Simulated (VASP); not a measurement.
Set up this calculation in VASP 6.6.1, as the native input.

- Task: single point
- Functional: PBE
- Potentials or basis: VASP PAW PBE potentials, release 64 (Re, S)
- Cutoff: 520 eV
- k mesh: 12 × 12 × 12
- Occupations: gaussian, width 0.05 eV
- Spin: non-collinear spin, typed start, spin-orbit coupling
- Starting moments: [[0.0, 0.0, 2.0], [0.0, 0.0, 0.0]] μB
- Dipole correction: no
- Further INCAR settings: ALGO = Normal; EDIFF = 1e-06; NBANDS = 25

The structure of ReS lies in POSCAR:

```
ReS
1.0
    0.0000000000      2.6183291373      2.6183291373
    2.6183291373      0.0000000000      2.6183291373
    2.6183291373      2.6183291373      0.0000000000
Re S
1 1
Direct
    0.0000000000      0.0000000000      0.0000000000
    0.2500000000      0.2500000000      0.2500000000
```

One way to write it, as run:

INCAR

```
ALGO     = Normal         # electronic algorithm
EDIFF    = 1E-6           # SCF threshold, eV
ENCUT    = 520            # plane-wave cutoff, eV
GGA      = PE             # functional
GGA_COMPAT= False        
ISIF     = 2              # what is computed and relaxed
ISMEAR   = 0              # smearing method
LASPH    = True           # aspherical terms in the spheres
LCHARG   = False          # write CHGCAR
LMAXMIX  = 4              # l up to which the mixer works
LORBIT   = 11             # projections on sites
LORBMOM  = True         
LREAL    = False          # projectors in reciprocal space
LSORBIT  = True           # spin-orbit coupling
LWAVE    = False          # write WAVECAR
MAGMOM   = 0 0 2 0 0 0    # initial moments
NBANDS   = 25             # bands
NELM     = 150            # most SCF steps
PREC     = Accurate       # precision mode
SIGMA    = 0.05           # smearing width, eV
```

KPOINTS

```
k-points
0
Gamma
  12 12 12
```

Potentials or basis: VASP PAW PBE potentials, release 64 (Re, S).

Command:

```sh
$ cat potpaw_PBE.64/Re/POTCAR potpaw_PBE.64/S/POTCAR > POTCAR
$ mpirun -np 1 vasp_ncl > vasp.out
```

Results of the run:

| Property | Result |
| --- | --- |
| Pressure | 2.0 GPa |
| Net moment | 0.00 μB per cell |
| Valence electrons inside the program's atomic spheres | Re 6.15; S 3.69 |

Wall time 7.5 min on 1 thread of AMD EPYC 9R45 (Zen 5), with other jobs on the host, peak memory 0.63 GiB.
